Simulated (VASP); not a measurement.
Crystal: Br.

```xyz
4
Lattice="3.2836 -2.2339 0.0000 3.2836 2.2339 0.0000 0.0000 0.0000 8.6938" Properties=species:S:1:pos:R:3 pbc="T T T"
Br    3.2836   -1.6129    0.9685
Br    3.2836   -0.6210    5.3154
Br    3.2836    1.6129    7.7253
Br    3.2836    0.6210    3.3784
```

* Program: VASP 6.6.1
* Task: relaxation of cell and atoms
* Functional: PBE
* Potentials or basis: VASP PAW PBE potentials, release 64 (Br)
* Cutoff: 600 eV
* k mesh: 5 × 5 × 2
* Occupations: fermi-dirac, width 0.05 eV
* Spin: no spin polarisation

At the start: pressure 2.2 GPa; volume 31.89 Å³/atom.

Problem. How do energy, volume and symmetry change on relaxing?

Solution. Over 19 steps the energy falls by 51.1 meV/atom and the volume is 39.51 Å³/atom (+23.9 %); space group Cmce (No. 64, to 0.1 Å) before and after.

Step by step:
```csv
step,energy change (eV),largest force (eV/Å),pressure (GPa),volume (Å³)
1,0.0000,0.7575,2.21,127.54
2,-0.0157,0.5327,-1.28,135.82
3,-0.0571,0.1004,0.16,131.79
4,-0.0846,0.0830,0.10,133.50
5,-0.1430,0.0415,0.08,138.51
6,-0.1771,0.1146,0.45,147.95
7,-0.1603,0.4415,-0.98,157.33
8,-0.1822,0.1481,-0.06,150.89
9,-0.1927,0.0658,-0.05,153.47
10,-0.1992,0.0693,0.00,157.19
11,-0.1993,0.0821,0.01,157.61
12,-0.1994,0.0922,-0.40,159.67
13,-0.2006,0.0240,-0.20,158.65
14,-0.2029,0.0226,-0.12,158.46
15,-0.2041,0.0266,-0.02,158.20
16,-0.2041,0.0279,0.00,158.14
17,-0.2042,0.0153,-0.02,158.16
18,-0.2043,0.0185,-0.04,158.17
19,-0.2043,0.0098,0.00,158.05
```

Final structure:
```
Br
1.0
     4.24843   -2.13470    0.00000
     4.24843    2.13470    0.00000
     0.00000    0.00000    8.71342
Br
4
Direct
  0.85770 0.14230 0.11824
  0.64230 0.35770 0.61824
  0.14230 0.85770 0.88176
  0.35770 0.64230 0.38176
```

Caveat: the volume moved by over 15 % at a fixed basis, so the end points are rough; this functional lacks dispersion, which holds the molecules together, so the pressure and a relaxed volume are unreliable.
